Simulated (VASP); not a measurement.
Wanted: the native input for a VASP 6.6.1 run.

```yaml
Task: single point
Functional: r2SCAN
Potentials_or_basis: VASP PAW PBE potentials, release 64 (Ti_sv, O)
Cutoff: 520 eV
k_mesh: 8 × 8 × 8
Occupations: gaussian, width 0.02 eV
Spin: no spin polarisation
Dipole_correction: no
Further_INCAR_settings: ALGO = Normal; EDIFF = 1e-06; NBANDS = 33
```

TiO2:

```
CELL_PARAMETERS angstrom
-1.91198 1.91198 4.95770
1.91198 -1.91198 4.95770
1.91198 1.91198 -4.95770
ATOMIC_POSITIONS crystal
Ti 0.00000 0.00000 0.00000
Ti 0.75000 0.25000 0.50000
O 0.20343 0.20343 0.00000
O 0.95343 0.45343 0.50000
O 0.54657 0.04657 0.50000
O 0.79657 0.79657 0.00000
```

This cell differs from its parent crystal: volume scaled by 1.06, then relaxed in part.

One way to write it, as run:

POSCAR

```
TiO2
1.0
   -1.9119767786      1.9119767786      4.9577007043
    1.9119767786     -1.9119767786      4.9577007043
    1.9119767786      1.9119767786     -4.9577007043
Ti O
2 4
Direct
    0.0000000000      0.0000000000      0.0000000000
    0.7500000000      0.2500000000      0.5000000000
    0.2034326264      0.2034326264      0.0000000000
    0.9534326264      0.4534326264      0.5000000000
    0.5465673736      0.0465673736      0.5000000000
    0.7965673736      0.7965673736      0.0000000000
```

INCAR.step1

```
ALGO = Normal ; EDIFF = 1E-4
ENCUT = 520 ; GGA = PE
ISMEAR = 0 ; LASPH = True
LCHARG = False ; LREAL = False
LWAVE = True ; NBANDS = 33
NELM = 80 ; PREC = Accurate
SIGMA = 0.02
```

INCAR.step2

```
ALGO = Normal ; EDIFF = 1E-6
ENCUT = 520 ; ISIF = 2
ISMEAR = 0 ; ISTART = 1
LASPH = True ; LCHARG = False
LMIXTAU = True ; LREAL = False
LWAVE = False ; METAGGA = R2SCAN
NBANDS = 33 ; NELM = 80
PREC = Accurate ; SIGMA = 0.02
```

KPOINTS

```
k-points
0
Gamma
  8 8 8
```

Potentials or basis: VASP PAW PBE potentials, release 64 (Ti_sv, O).

Run with:

```bash
$ cat potpaw_PBE.64/Ti_sv/POTCAR potpaw_PBE.64/O/POTCAR > POTCAR
$ cp INCAR.step1 INCAR
$ mpirun -np 1 vasp_std > vasp.out
$ cp INCAR.step2 INCAR
$ mpirun -np 1 vasp_std > vasp.out
```

Results of the run:

```json
{"Pressure": "-9.2 GPa", "Largest force": "0.029 eV/Å", "Band gap on the k mesh": "2.56 eV, indirect (least direct gap 2.78 eV)"}
```

Caveat: the PAW data sets were made with another functional, which shifts forces and pressure a little.

It took 16 min on 1 thread of Intel(R) Xeon(R) Platinum 8375C CPU @ 2.90GHz (Ice Lake), with other jobs on the host, peak memory 0.35 GiB.
